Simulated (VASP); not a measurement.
# Ta (Im-3m) in VASP: a series of runs

The runs below take Ta through single point, with PBEsol.

Everything below comes from runs of VASP 6.6.1. Logs are shortened: lines on timing, memory, paths and dates and some standing lists are left out, and cuts for length are marked.

### 1 The cell of the first run

It takes space group Im-3m (No. 229, cubic). The conventional cell has a = 3.212 Å, b = 3.212 Å, c = 3.212 Å, α = 90.00°, β = 90.00°, γ = 90.00°. Within 3.7 Å of Ta (site symmetry m-3m) lie 14 Ta at 2.78 to 3.21 Å.

### 2 Single point, PBEsol

File INCAR:

```
SYSTEM = Ta
PREC = Accurate
ENCUT = 520
EDIFF = 1E-6
ISMEAR = -1
SIGMA = 0.05
LREAL = .False.
LASPH = .True.
NELM = 60
ALGO = Normal
ISIF = 2
LWAVE = .False.
LCHARG = .False.
GGA = PS
NBANDS = 12
```

File KPOINTS:

```
regular mesh
0
Gamma
  12 12 12
  0 0 0
```

File POSCAR:

```
Ta
1.0
   -1.6060164770      1.6060164770      1.6060164770
    1.6060164770     -1.6060164770      1.6060164770
    1.6060164770      1.6060164770     -1.6060164770
Ta
1
Direct
    0.0000000000      0.0000000000      0.0000000000
```

Potentials or basis: VASP PAW PBE potentials, release 64 (Ta_pv).

Launch:

```
$ cat potpaw_PBE.64/Ta_pv/POTCAR > POTCAR
$ mpirun -np 1 vasp_std > vasp.out
```

OUTCAR:

```text
SYSTEM = Ta
   PREC = Accurate
   ENCUT = 520
   EDIFF = 1E-6
   ISMEAR = -1
   LREAL = .False.
   LASPH = .True.
   NELM = 60
   ISIF = 2
   GGA = PS

 ion  position               nearest neighbor table
   1  0.000  0.000  0.000-

  LATTYP: Found a body centered cubic cell.
 ALAT       =     3.2120329540

  Lattice vectors:

 A1 = (  -1.6060164770,   1.6060164770,   1.6060164770)
 A2 = (   1.6060164770,  -1.6060164770,   1.6060164770)
 A3 = (   1.6060164770,   1.6060164770,  -1.6060164770)

Analysis of symmetry for initial positions (statically):
=====================================================================
 Subroutine PRICEL returns:
 Original cell was already a primitive cell.

 Routine SETGRP: Setting up the symmetry group for a
 body centered cubic supercell.

 Subroutine GETGRP returns: Found 48 space group operations
 (whereof 48 operations were pure point group operations)
 out of a pool of 48 trial point group operations.

The static configuration has the point symmetry O_h .

Analysis of symmetry for dynamics (positions and initial velocities):
=====================================================================
 Subroutine PRICEL returns:
 Original cell was already a primitive cell.

 Routine SETGRP: Setting up the symmetry group for a
 body centered cubic supercell.

 Subroutine GETGRP returns: Found 48 space group operations
 (whereof 48 operations were pure point group operations)
 out of a pool of 48 trial point group operations.

The dynamic configuration has the point symmetry O_h .

 Subroutine INISYM returns: Found 48 space group operations
 (whereof 48 operations are pure point group operations),
 and found     1 'primitive' translations

----------------------------------------------------------------------------------------

                                     Primitive cell

  volume of cell :      16.5695

  direct lattice vectors                    reciprocal lattice vectors
    -1.606016477  1.606016477  1.606016477     0.000000000  0.311329309  0.311329309
     1.606016477 -1.606016477  1.606016477     0.311329309  0.000000000  0.311329309
     1.606016477  1.606016477 -1.606016477     0.311329309  0.311329309  0.000000000

  length of vectors
     2.781702136  2.781702136  2.781702136     0.440286131  0.440286131  0.440286131

  position of ions in fractional coordinates (direct lattice)
     0.000000000  0.000000000  0.000000000

  ion indices of the primitive-cell ions
   primitive index   ion index
                 1           1

----------------------------------------------------------------------------------------

 KPOINTS: regular mesh

Automatic generation of k-mesh.
 Grid dimensions read from file:
 generate k-points for:   12   12   12

 Generating k-lattice:

  Cartesian coordinates                     Fractional coordinates (reciprocal lattice)
     0.000000000  0.025944109  0.025944109     0.083333333  0.000000000  0.000000000
     0.025944109  0.000000000  0.025944109     0.000000000  0.083333333  0.000000000
     0.025944109  0.025944109  0.000000000     0.000000000  0.000000000  0.083333333

  Length of vectors
     0.036690511  0.036690511  0.036690511

  Shift w.r.t. Gamma in fractional coordinates (k-lattice)
     0.000000000  0.000000000  0.000000000

 Subroutine IBZKPT returns following result:
 ===========================================

 Found     72 irreducible k-points:

 Following reciprocal coordinates:
            Coordinates               Weight
  0.000000  0.000000  0.000000      1.000000
  0.083333  0.000000  0.000000     12.000000
  0.166667  0.000000  0.000000     12.000000
  0.250000  0.000000  0.000000     12.000000
  0.333333  0.000000  0.000000     12.000000
  0.416667  0.000000  0.000000     12.000000
[... 16 lines left out ...]
  0.333333  0.083333  0.083333     24.000000
  0.416667  0.083333  0.083333     12.000000
 [... further k-points ...]
   k-points           NKPTS =     72   k-points in BZ     NKDIM =     72   number of bands    NBANDS=     12
   number of dos      NEDOS =    301   number of ions     NIONS =      1
   total plane-waves  NPLWV =  13824
   dimension x,y,z NGX =    24 NGY =   24 NGZ =   24
   dimension x,y,z NGXF=    48 NGYF=   48 NGZF=   48
   ions per type =               1
   NGX,Y,Z   is equivalent  to a cutoff of  14.34, 14.34, 14.34 a.u.
   NGXF,Y,Z  is equivalent  to a cutoff of  28.69, 28.69, 28.69 a.u.
 SYSTEM =  Ta
   PREC   = accura    normal or accurate (medium, high low for compatibility)
   ISTART =      0    job   : 0-new  1-cont  2-samecut
   ICHARG =      2    charge: 1-file 2-atom 10-const
   ISPIN  =      1    spin polarized calculation?
   LNONCOLLINEAR =      F non collinear calculations
   LSORBIT =      F    spin-orbit coupling
   LASPH  =      T    aspherical Exc in radial PAW
   ENCUT  =  520.0 eV  38.22 Ry    6.18 a.u.   5.17  5.17  5.17*2*pi/ulx,y,z
   NELM   =     60;   NELMIN=  2; NELMDL= -5     # of ELM steps
   EDIFF  = 0.1E-05   stopping-criterion for ELM
   LREAL  =      F    real-space projection
   EDIFFG = 0.1E-04   stopping-criterion for IOM
   NSW    =      0    number of steps for IOM
   IBRION =     -1    ionic relax: 0-MD 1-quasi-New 2-CG
   NFREE  =      0    steps in history (QN), initial steepest desc. (CG)
   ISIF   =      2    stress and relaxation
   ISYM   =      2    0-nonsym 1-usesym 2-fastsym
   POTIM  = 0.5000    time-step for ionic-motion
   TEBEG  =    0.0;   TEEND  =   0.0 temperature during run
   PSTRESS=    0.0 pullay stress
   NELECT =      11.0000    total number of electrons
   NUPDOWN=      -1.0000    fix difference up-down
   EMIN   =  10.00;   EMAX   =-10.00  energy-range for DOS
   EFERMI =   0.00;   METHOD = LEGACY
   ISMEAR =    -1;   SIGMA  =   0.05  broadening in eV -4-tet -1-fermi 0-gaus
   EFERMI_NEDOS =   21; number of points for ismear=-14 and -15
   IALGO  =     38    algorithm
   IMIX   =      4    mixing-type and parameters
     AMIX     =   0.40;   BMIX     =  1.00
     AMIX_MAG =   1.60;   BMIX_MAG =  1.00
  volume/ion in A,a.u.               =      16.57       111.82
  Fermi-wavevector in a.u.,A,eV,Ry     =   1.428134  2.698783 27.750004  2.039568
  Thomas-Fermi vector in A             =   2.548229
   LORBIT       =      0    0 simple, 1 ext, 2 COOP (PROOUT), +10 PAW based schemes
   GGA     = PS    functional components
   LHFCALC =     F    Hartree Fock is set to
   AEXX    =    0.0000 exact exchange contribution
   IVDW    =     0    specifies the selected vdW correction
   LEPSILON=     F    determine dielectric tensor
   LRPA    =     F    only Hartree local field effects (RPA)
 non-spin polarized calculation
  energy-cutoff  :      520.00
  volume of cell :       16.57
 maximum number of plane-waves:       468
 NGX is ok and might be reduce to    24
   NGX = 11   NGY = 11   NGZ = 11

 number of electron      10.9999999 magnetization

 Free energy of the ion-electron system (eV)
  ---------------------------------------------------
  ext. energy  EPLUGINS =         0.00000000
  ---------------------------------------------------
  free energy    TOTEN  =       -12.51112181 eV

  energy without entropy =      -12.50401856  energy(sigma->0) =      -12.50757019

 E-fermi :   6.0312     XC(G=0): -13.1586

 val. band max:        6.0079196600   @ k =  -0.3333   0.3333   0.1667
 cond. band min:       6.0947207581   @ k =  -0.1667   0.2500   0.0833
 fundamental gap:      0.0868010981
 Fermi energy:         6.0312298054

 k-point     1 :       0.0000    0.0000    0.0000
  band No.  band energies     occupation
      1     -26.6566      2.00000
      2     -26.6566      2.00000
      3     -26.6566      2.00000
      4      -2.2301      2.00000
      5       6.7341      0.00000
      6       6.7341      0.00000
      7       6.7341      0.00000
      8      10.3069      0.00000
      9      10.3069      0.00000
     10      21.4474      0.00000
     11      21.4474      0.00000
     12      21.4474      0.00000

 k-point     2 :       0.0833    0.0000    0.0000
  band No.  band energies     occupation
      1     -26.7715      2.00000
      2     -26.6910      2.00000
      3     -26.6575      2.00000
      4      -1.8865      2.00000
      5       6.5098      0.00014
      6       6.6615      0.00001
      7       7.0740      0.00000
      8       9.9574      0.00000
      9      10.3066      0.00000
     10      20.9867      0.00000
     11      21.7593      0.00000
     12      22.0412      0.00000

 k-point     3 :       0.1667    0.0000    0.0000
  band No.  band energies     occupation
      1     -27.0758      2.00000
      2     -26.7840      2.00000
      3     -26.6599      2.00000
      4      -0.9529      2.00000
      5       5.9532      1.65307
      6       6.3197      0.00622
      7       8.0696      0.00000
      8       9.5449      0.00000
      9      10.3487      0.00000
     10      20.9852      0.00000
     11      22.3320      0.00000
     12      23.6970      0.00000
[... 286 lines left out ...]
 k-point    23 :       0.3333    0.0833    0.0833
  band No.  band energies     occupation
      1     -28.0384      2.00000
      2     -27.1762      2.00000
      3     -26.7719      2.00000
      4       1.9607      2.00000
      5       4.2471      2.00000
      6       6.4906      0.00020
      7      10.5217      0.00000
      8      11.2847      0.00000
      9      14.8624      0.00000
     10      18.8358      0.00000
     11      19.7026      0.00000
     12      21.0153      0.00000

 k-point    24 :       0.4167    0.0833    0.0833
  band No.  band energies     occupation
      1     -28.1031      2.00000
      2     -27.2250      2.00000
      3     -26.7752      2.00000
      4       1.9343      2.00000
      5       4.1446      2.00000
      6       7.2548      0.00000
      7      10.5317      0.00000
      8      11.4320      0.00000
      9      15.7470      0.00000
     10      17.7661      0.00000
     11      19.1894      0.00000
     12      21.0079      0.00000

 [... further k-points ...]

------------------------ aborting loop because EDIFF is reached ----------------------------------------

  FORCE on cell =-STRESS in cart. coord.  units (eV):
  Direction    XX          YY          ZZ          XY          YZ          ZX
  --------------------------------------------------------------------------------------
  -------------------------------------------------------------------------------------
  Total        1.4292148      1.4292148      1.4292148      0.0000000      0.0000000     -0.0000000
  in kB      138.1968408    138.1968408    138.1968408      0.0000000      0.0000000     -0.0000000
  external PRESSURE =     138.1968408 kB  Pullay stress =       0.0000000 kB

 VOLUME and BASIS-vectors are now :
 -----------------------------------------------------------------------------
  energy-cutoff  :      520.00
  volume of cell :       16.57
      direct lattice vectors                 reciprocal lattice vectors
    -1.606016477  1.606016477  1.606016477     0.000000000  0.311329309  0.311329309
     1.606016477 -1.606016477  1.606016477     0.311329309  0.000000000  0.311329309
     1.606016477  1.606016477 -1.606016477     0.311329309  0.311329309  0.000000000

 POSITION                                       TOTAL-FORCE (eV/Angst)
 -----------------------------------------------------------------------------------
      0.00000      0.00000      0.00000        -0.000000      0.000000      0.000000
 -----------------------------------------------------------------------------------
    total drift:                               -0.000000      0.000000      0.000000

  FREE ENERGIE OF THE ION-ELECTRON SYSTEM (eV)
  ---------------------------------------------------
  free  energy   TOTEN  =       -12.5111218112 eV

  energy  without entropy=      -12.5040185645  energy(sigma->0) =      -12.50757019
```

Run time: 13 s. Hardware: 1 thread of Intel Xeon 8259CL, shared host; peak memory 0.15 GiB.

Results:

| Property | Result |
| --- | --- |
| Free energy | -12.5111 eV |
| Pressure | 13.8 GPa |

Caveat: the PAW data sets were made with another functional, which shifts forces and pressure a little; spin-orbit coupling is left out, which moves the levels of the heavy elements.

### 3 Single point, PBEsol

This run uses another cell than the first one, of 17.29 Å³/atom, 1.043 times its volume.

File INCAR:

```
SYSTEM = Ta
PREC = Accurate
ENCUT = 520
EDIFF = 1E-6
ISMEAR = -1
SIGMA = 0.05
LREAL = .FALSE.
LASPH = .TRUE.
NELM = 80
ALGO = Normal
ISIF = 2
LWAVE = .FALSE.
LCHARG = .FALSE.
GGA = PS
NBANDS = 12
```

File KPOINTS:

```
regular mesh
0
G
  12 12 12
  0 0 0
```

File POSCAR:

```
Ta
1.0
   -1.6289626696      1.6289626696      1.6289626696
    1.6289626696     -1.6289626696      1.6289626696
    1.6289626696      1.6289626696     -1.6289626696
Ta
1
Direct
    0.0000000000      0.0000000000      0.0000000000
```

Potentials or basis: VASP PAW PBE potentials, release 64 (Ta_pv).

Launch:

```
$ cat potpaw_PBE.64/Ta_pv/POTCAR > POTCAR
$ mpirun -np 1 vasp_std > vasp.out
```

Run time: 14 s. Hardware: 1 thread of Intel Xeon 8259CL, shared host; peak memory 0.15 GiB.

The run converged. Its results:

```
Free energy : -12.5498 eV
Pressure    : 3.7 GPa
```

Levels at points of the mesh, in eV from the Fermi level:
| k point | band 3 | band 4 | band 5 | band 6 | band 7 | band 8 |
| --- | --- | --- | --- | --- | --- | --- |
| (0.00, 0.00, 0.00) | -32.84 | -8.09 | 0.73 | 0.73 | 0.73 | 4.14 |
| (0.50, 0.00, 0.00) | -32.85 | -4.57 | -1.67 | 1.81 | 4.05 | 5.13 |
| (0.50, 0.50, 0.50) | -33.78 | -4.06 | -4.06 | 7.20 | 7.20 | 7.20 |

Caveat: the PAW data sets were made with another functional, which shifts forces and pressure a little; spin-orbit coupling is left out, which moves the levels of the heavy elements.

### 4 Single point, PBEsol

This run uses another cell than the first one, of 18.01 Å³/atom, 1.087 times its volume.

File INCAR:

```
  PREC = Accurate
  ENCUT = 520
  EDIFF = 1E-7
  ISMEAR = -1
  SIGMA = 0.05
  LREAL = False
  LASPH = True
  NELM = 80
  ALGO = Normal
  ISIF = 2
  LWAVE = False
  LCHARG = False
  GGA = PS
  NBANDS = 12
```

File KPOINTS:

```
Automatic mesh
0
Gamma
  12 12 12
```

File POSCAR:

```
Ta
1.0
   -1.6512800000      1.6512800000      1.6512800000
    1.6512800000     -1.6512800000      1.6512800000
    1.6512800000      1.6512800000     -1.6512800000
Ta
1
Direct
    0.0000000000      0.0000000000      0.0000000000
```

Launch:

```
$ cat potpaw_PBE.64/Ta_pv/POTCAR > POTCAR
$ mpirun -np 1 vasp_std > vasp.out
```

It took 14 s on 1 thread of Intel Xeon 8259CL, shared host; peak memory 0.15 GiB.

It converged, with:

```
Free energy : -12.5475 eV
Pressure    : -4.5 GPa
```

Levels at points of the mesh, in eV from the Fermi level:
| k point | band 3 | band 4 | band 5 | band 6 | band 7 | band 8 |
| --- | --- | --- | --- | --- | --- | --- |
| (0.00, 0.00, 0.00) | -33.00 | -7.91 | 0.74 | 0.74 | 0.74 | 4.01 |
| (0.50, 0.00, 0.00) | -33.00 | -4.37 | -1.53 | 1.63 | 3.89 | 4.92 |
| (0.50, 0.50, 0.50) | -33.82 | -3.80 | -3.80 | 6.87 | 6.87 | 6.87 |

Caveat: the PAW data sets were made with another functional, which shifts forces and pressure a little; spin-orbit coupling is left out, which moves the levels of the heavy elements.

### 5 Summary

```csv
cell,gap on the mesh (eV),pressure (GPa)
"a = 2.782 Å, angles 109.5°, 1 atom",none,13.8
"a = 2.821 Å, angles 109.5°, 1 atom",none,3.7
"a = 2.860 Å, angles 109.5°, 1 atom",none,-4.5
```

Alike in all rows: task single point; level PBEsol; potentials or basis VASP PAW PBE potentials, release 64 (Ta_pv); no spin polarisation; k mesh 12 × 12 × 12; cutoff (eV) 520; smearing fermi-dirac 0.05 eV.

Caveats: the PAW data sets were made with another functional, which shifts forces and pressure a little; spin-orbit coupling is left out, which moves the levels of the heavy elements.

Absolute energies hang on the potentials; compare differences alone.
